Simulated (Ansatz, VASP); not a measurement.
# Two plane-wave programs on WSe

```
W Se
1.0
     3.59010    0.00000    0.00000
    -1.79505    3.10912    0.00000
     0.00000    0.00000    5.56465
W Se
2 2
Direct
  0.00000 0.00000 0.00000
  0.00000 0.00000 0.50000
  0.33333 0.66667 0.25000
  0.66667 0.33333 0.75000
```

Alike in both runs: task single point; functional PBE; k mesh 6 × 6 × 4; occupations gaussian, width 0.1 eV; collinear spin.

|  | VASP | Ansatz |
| --- | --- | --- |
| version | VASP 6.6.1 | Ansatz 0.2.0 |
| potentials or method | VASP PAW PBE potentials, release 64 (W_sv, Se), cutoff 500 eV | scalar-relativistic, plane waves, PAW |
| valence electrons in the cell | 40 | 60 |

```tsv
	VASP	Ansatz	Ansatz less VASP
gap on the k mesh at the Fermi level (eV)	none	none	-
net moment per atom (μB)	0.00	0.00	-0.001
```

A gap of «none» marks a metal or a gap that the smearing closes. With one functional, cell and mesh, what is left measures potentials, basis and numerics. VASP's potentials hold 40 valence electrons a cell and Ansatz's 60, so a difference there can come from the potentials and not from the codes. Ansatz's warnings: seeded moment not kept.

Spin-orbit coupling is off throughout.
